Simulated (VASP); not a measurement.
# SnGe2 (Fm-3m) in VASP: a series of runs

The runs below take SnGe2 through single point, relaxation of cell and atoms, with PBE.

All numbers are computed with VASP 6.6.1; they aren't measurements. Logs are shortened: lines on timing, memory, paths and dates and some standing lists are left out, and cuts for length are marked.

### Step 1. The cell of the first run

It takes space group Fm-3m (No. 225, cubic). Conventional cell: a = 5.997 Å, b = 5.997 Å, c = 5.997 Å, α = 90.00°, β = 90.00°, γ = 90.00°. Within 3.4 Å of Sn (site symmetry m-3m) lie 8 Ge at 2.60 Å. Within 3.4 Å of Ge (site symmetry -43m) lie 4 Sn at 2.60 Å and 6 Ge at 3.00 Å.

### Step 2. Single point, PBE

The input, INCAR:

```
ALGO = Normal
EDIFF = 1E-7
ENCUT = 520
GGA = PE
ISIF = 2
ISMEAR = -1
LASPH = True
LCHARG = False
LREAL = False
LWAVE = False
NBANDS = 28
NELM = 100
PREC = Accurate
SIGMA = 0.15
```

The input, KPOINTS:

```
k-points
0
Gamma
  12 12 12
```

The input, POSCAR:

```
SnGe2
1.0
    0.0000000000      2.9986331695      2.9986331695
    2.9986331695      0.0000000000      2.9986331695
    2.9986331695      2.9986331695      0.0000000000
Sn Ge
1 2
Direct
    0.0000000000      0.0000000000      0.0000000000
    0.7500000000      0.7500000000      0.7500000000
    0.2500000000      0.2500000000      0.2500000000
```

Potentials or basis: VASP PAW PBE potentials, release 64 (Sn_d, Ge_d).

Launch:

```console
$ cat potpaw_PBE.64/Sn_d/POTCAR potpaw_PBE.64/Ge_d/POTCAR > POTCAR
$ mpirun -np 1 vasp_std > vasp.out
```

OUTCAR:

```text
EDIFF = 1E-7
   ENCUT = 520
   GGA = PE
   ISIF = 2
   ISMEAR = -1
   LASPH = True
   LREAL = False
   NELM = 100
   PREC = Accurate

 ion  position               nearest neighbor table
   1  0.000  0.000  0.000-   2 2.60   2 2.60   3 2.60   3 2.60   2 2.60   2 2.60   3 2.60   3 2.60

   2  0.750  0.750  0.750-   1 2.60   1 2.60   1 2.60   1 2.60
   3  0.250  0.250  0.250-   1 2.60   1 2.60   1 2.60   1 2.60

  LATTYP: Found a face centered cubic cell.
 ALAT       =     5.9972663390

  Lattice vectors:

 A1 = (   0.0000000000,   2.9986331695,   2.9986331695)
 A2 = (   2.9986331695,   0.0000000000,   2.9986331695)
 A3 = (   2.9986331695,   2.9986331695,   0.0000000000)

Analysis of symmetry for initial positions (statically):
=====================================================================
 Subroutine PRICEL returns:
 Original cell was already a primitive cell.

 Routine SETGRP: Setting up the symmetry group for a
 face centered cubic supercell.

 Subroutine GETGRP returns: Found 48 space group operations
 (whereof 48 operations were pure point group operations)
 out of a pool of 48 trial point group operations.

The static configuration has the point symmetry O_h .

Analysis of symmetry for dynamics (positions and initial velocities):
=====================================================================
 Subroutine PRICEL returns:
 Original cell was already a primitive cell.

 Routine SETGRP: Setting up the symmetry group for a
 face centered cubic supercell.

 Subroutine GETGRP returns: Found 48 space group operations
 (whereof 48 operations were pure point group operations)
 out of a pool of 48 trial point group operations.

The dynamic configuration has the point symmetry O_h .

 Subroutine INISYM returns: Found 48 space group operations
 (whereof 48 operations are pure point group operations),
 and found     1 'primitive' translations

----------------------------------------------------------------------------------------

                                     Primitive cell

  volume of cell :      53.9262

  direct lattice vectors                    reciprocal lattice vectors
     0.000000000  2.998633170  2.998633170    -0.166742636  0.166742636  0.166742636
     2.998633170  0.000000000  2.998633170     0.166742636 -0.166742636  0.166742636
     2.998633170  2.998633170  0.000000000     0.166742636  0.166742636 -0.166742636

  length of vectors
     4.240707697  4.240707697  4.240707697     0.288806718  0.288806718  0.288806718

  position of ions in fractional coordinates (direct lattice)
     0.000000000  0.000000000  0.000000000
     0.750000000  0.750000000  0.750000000
     0.250000000  0.250000000  0.250000000

  ion indices of the primitive-cell ions
   primitive index   ion index
                 1           1
                 2           2
                 3           3

----------------------------------------------------------------------------------------

 KPOINTS: k-points

Automatic generation of k-mesh.
 Grid dimensions read from file:
 generate k-points for:   12   12   12

 Generating k-lattice:

  Cartesian coordinates                     Fractional coordinates (reciprocal lattice)
    -0.013895220  0.013895220  0.013895220     0.083333333  0.000000000  0.000000000
     0.013895220 -0.013895220  0.013895220     0.000000000  0.083333333  0.000000000
     0.013895220  0.013895220 -0.013895220     0.000000000  0.000000000  0.083333333

  Length of vectors
     0.024067226  0.024067226  0.024067226

  Shift w.r.t. Gamma in fractional coordinates (k-lattice)
     0.000000000  0.000000000  0.000000000

 Subroutine IBZKPT returns following result:
 ===========================================

 Found     72 irreducible k-points:

 Following reciprocal coordinates:
            Coordinates               Weight
  0.000000  0.000000  0.000000      1.000000
  0.083333  0.000000  0.000000      8.000000
  0.166667  0.000000  0.000000      8.000000
  0.250000  0.000000  0.000000      8.000000
  0.333333  0.000000  0.000000      8.000000
  0.416667  0.000000  0.000000      8.000000
[... 16 lines left out ...]
  0.500000  0.166667  0.000000     24.000000
 -0.416667  0.166667  0.000000     24.000000
 [... further k-points ...]
   k-points           NKPTS =     72   k-points in BZ     NKDIM =     72   number of bands    NBANDS=     28
   number of dos      NEDOS =    301   number of ions     NIONS =      3
   total plane-waves  NPLWV =  32768
   dimension x,y,z NGX =    32 NGY =   32 NGZ =   32
   dimension x,y,z NGXF=    64 NGYF=   64 NGZF=   64
   ions per type =               1   2
   NGX,Y,Z   is equivalent  to a cutoff of  12.54, 12.54, 12.54 a.u.
   NGXF,Y,Z  is equivalent  to a cutoff of  25.09, 25.09, 25.09 a.u.
 SYSTEM =  unknown system
   PREC   = accura    normal or accurate (medium, high low for compatibility)
   ISTART =      0    job   : 0-new  1-cont  2-samecut
   ICHARG =      2    charge: 1-file 2-atom 10-const
   ISPIN  =      1    spin polarized calculation?
   LNONCOLLINEAR =      F non collinear calculations
   LSORBIT =      F    spin-orbit coupling
   LASPH  =      T    aspherical Exc in radial PAW
   ENCUT  =  520.0 eV  38.22 Ry    6.18 a.u.   7.88  7.88  7.88*2*pi/ulx,y,z
   NELM   =    100;   NELMIN=  2; NELMDL= -5     # of ELM steps
   EDIFF  = 0.1E-06   stopping-criterion for ELM
   LREAL  =      F    real-space projection
   EDIFFG = 0.1E-05   stopping-criterion for IOM
   NSW    =      0    number of steps for IOM
   IBRION =     -1    ionic relax: 0-MD 1-quasi-New 2-CG
   NFREE  =      0    steps in history (QN), initial steepest desc. (CG)
   ISIF   =      2    stress and relaxation
   ISYM   =      2    0-nonsym 1-usesym 2-fastsym
   POTIM  = 0.5000    time-step for ionic-motion
   TEBEG  =    0.0;   TEEND  =   0.0 temperature during run
   PSTRESS=    0.0 pullay stress
   NELECT =      42.0000    total number of electrons
   NUPDOWN=      -1.0000    fix difference up-down
   EMIN   =  10.00;   EMAX   =-10.00  energy-range for DOS
   EFERMI =   0.00;   METHOD = LEGACY
   ISMEAR =    -1;   SIGMA  =   0.15  broadening in eV -4-tet -1-fermi 0-gaus
   EFERMI_NEDOS =   21; number of points for ismear=-14 and -15
   IALGO  =     38    algorithm
   IMIX   =      4    mixing-type and parameters
     AMIX     =   0.40;   BMIX     =  1.00
     AMIX_MAG =   1.60;   BMIX_MAG =  1.00
  volume/ion in A,a.u.               =      17.98       121.30
  Fermi-wavevector in a.u.,A,eV,Ry     =   1.506230  2.846362 30.867924  2.268728
  Thomas-Fermi vector in A             =   2.616975
   LORBIT       =      0    0 simple, 1 ext, 2 COOP (PROOUT), +10 PAW based schemes
   GGA     = PE    functional components
   LHFCALC =     F    Hartree Fock is set to
   AEXX    =    0.0000 exact exchange contribution
   IVDW    =     0    specifies the selected vdW correction
   LEPSILON=     F    determine dielectric tensor
   LRPA    =     F    only Hartree local field effects (RPA)
 non-spin polarized calculation
  energy-cutoff  :      520.00
  volume of cell :       53.93
 maximum number of plane-waves:      1475
   NGX = 15   NGY = 15   NGZ = 15

 number of electron      42.0000039 magnetization

 Free energy of the ion-electron system (eV)
  ---------------------------------------------------
  ext. energy  EPLUGINS =         0.00000000
  ---------------------------------------------------
  free energy    TOTEN  =        -9.63371837 eV

  energy without entropy =       -9.53518983  energy(sigma->0) =       -9.58445410

 E-fermi :   9.8513     XC(G=0): -11.6369

 val. band max:        9.8132927741   @ k =   0.3333   0.1667   0.0833
 cond. band min:       9.8582730880   @ k =   0.1667   0.1667   0.0000
 fundamental gap:      0.0449803139
 Fermi energy:         9.8512821397

 k-point     1 :       0.0000    0.0000    0.0000
  band No.  band energies     occupation
      1     -15.2744      2.00000
      2     -15.2744      2.00000
      3     -15.2405      2.00000
      4     -15.2405      2.00000
      5     -15.2405      2.00000
      6     -15.1857      2.00000
[... 20 lines left out ...]
     27      13.0581      0.00000
     28      15.7789      0.00000

 k-point     2 :       0.0833    0.0000    0.0000
  band No.  band energies     occupation
      1     -15.2712      2.00000
      2     -15.2712      2.00000
      3     -15.2417      2.00000
      4     -15.2398      2.00000
      5     -15.2398      2.00000
      6     -15.1866      2.00000
[... 20 lines left out ...]
     27      12.9529      0.00000
     28      16.2838      0.00000

 k-point     3 :       0.1667    0.0000    0.0000
  band No.  band energies     occupation
      1     -15.2622      2.00000
      2     -15.2622      2.00000
      3     -15.2435      2.00000
      4     -15.2377      2.00000
      5     -15.2377      2.00000
      6     -15.1893      2.00000
[... 20 lines left out ...]
     27      13.5974      0.00000
     28      17.4503      0.00000

 k-point     4 :       0.2500    0.0000    0.0000
  band No.  band energies     occupation
      1     -15.2482      2.00000
      2     -15.2482      2.00000
      3     -15.2428      2.00000
      4     -15.2345      2.00000
      5     -15.2345      2.00000
      6     -15.1935      2.00000
[... 20 lines left out ...]
     27      15.7711      0.00000
     28      18.9345      0.00000

 k-point     5 :       0.3333    0.0000    0.0000
  band No.  band energies     occupation
      1     -15.2382      2.00000
      2     -15.2316      2.00000
      3     -15.2316      2.00000
      4     -15.2293      2.00000
      5     -15.2293      2.00000
      6     -15.1985      2.00000
[... 20 lines left out ...]
     27      18.0975      0.00000
     28      19.7047      0.00000

 k-point     6 :       0.4167    0.0000    0.0000
  band No.  band energies     occupation
      1     -15.2310      2.00000
      2     -15.2266      2.00000
      3     -15.2266      2.00000
      4     -15.2105      2.00000
      5     -15.2105      2.00000
      6     -15.2032      2.00000
[... 463 lines left out ...]
      5     -15.2176      2.00000
      6     -15.1993      2.00000
[... 20 lines left out ...]
     27      16.4161      0.00000
     28      18.1567      0.00000

 k-point    22 :       0.4167    0.1667    0.0000
  band No.  band energies     occupation
      1     -15.2431      2.00000
      2     -15.2425      2.00000
      3     -15.2279      2.00000
      4     -15.2218      2.00000
      5     -15.2087      2.00000
      6     -15.1993      2.00000
[... 20 lines left out ...]
     27      18.1553      0.00000
     28      18.5036      0.00000

 k-point    23 :       0.5000    0.1667    0.0000
  band No.  band energies     occupation
      1     -15.2356      2.00000
      2     -15.2303      2.00000
      3     -15.2210      2.00000
      4     -15.2195      2.00000
      5     -15.2126      2.00000
      6     -15.2040      2.00000
[... 20 lines left out ...]
     27      17.4258      0.00000
     28      18.8642      0.00000

 k-point    24 :      -0.4167    0.1667    0.0000
  band No.  band energies     occupation
      1     -15.2317      2.00000
      2     -15.2261      2.00000
      3     -15.2232      2.00000
      4     -15.2169      2.00000
      5     -15.2124      2.00000
      6     -15.2066      2.00000
[... 20 lines left out ...]
     27      18.4806      0.00000
     28      19.8033      0.00000

 [... further k-points ...]
[... 5 lines left out ...]
  --------------------------------------------------------------------------------------
  -------------------------------------------------------------------------------------
  Total       13.8066363     13.8066363     13.8066363      0.0000000      0.0000000     -0.0000000
  in kB      410.2026378    410.2026378    410.2026378      0.0000000      0.0000000     -0.0000000
  external PRESSURE =     410.2026378 kB  Pullay stress =       0.0000000 kB

 VOLUME and BASIS-vectors are now :
 -----------------------------------------------------------------------------
  energy-cutoff  :      520.00
  volume of cell :       53.93
      direct lattice vectors                 reciprocal lattice vectors
     0.000000000  2.998633170  2.998633170    -0.166742636  0.166742636  0.166742636
     2.998633170  0.000000000  2.998633170     0.166742636 -0.166742636  0.166742636
     2.998633170  2.998633170  0.000000000     0.166742636  0.166742636 -0.166742636

 POSITION                                       TOTAL-FORCE (eV/Angst)
 -----------------------------------------------------------------------------------
      0.00000      0.00000      0.00000         0.000000     -0.000000     -0.000000
      4.49795      4.49795      4.49795        -0.000000     -0.000000     -0.000000
      1.49932      1.49932      1.49932         0.000000      0.000000      0.000000
 -----------------------------------------------------------------------------------
    total drift:                                0.000000     -0.000000      0.000000

  FREE ENERGIE OF THE ION-ELECTRON SYSTEM (eV)
  ---------------------------------------------------
  free  energy   TOTEN  =        -9.6337183732 eV

  energy  without entropy=       -9.5351898293  energy(sigma->0) =       -9.58445410
```

Run time: 44 s. Hardware: 1 thread of Intel Xeon Platinum 8488C (Sapphire Rapids), shared host; peak memory 0.24 GiB.

Results:

- Free energy: -9.6337 eV
- Pressure: 41.0 GPa
- Band gap on the k mesh: zero (band 21 reaches 10.93 eV, above the bottom of band 22 at 8.70 eV)

Caveat: spin-orbit coupling is left out, which moves the levels of the heavy elements.

[end of part 1 of 2]
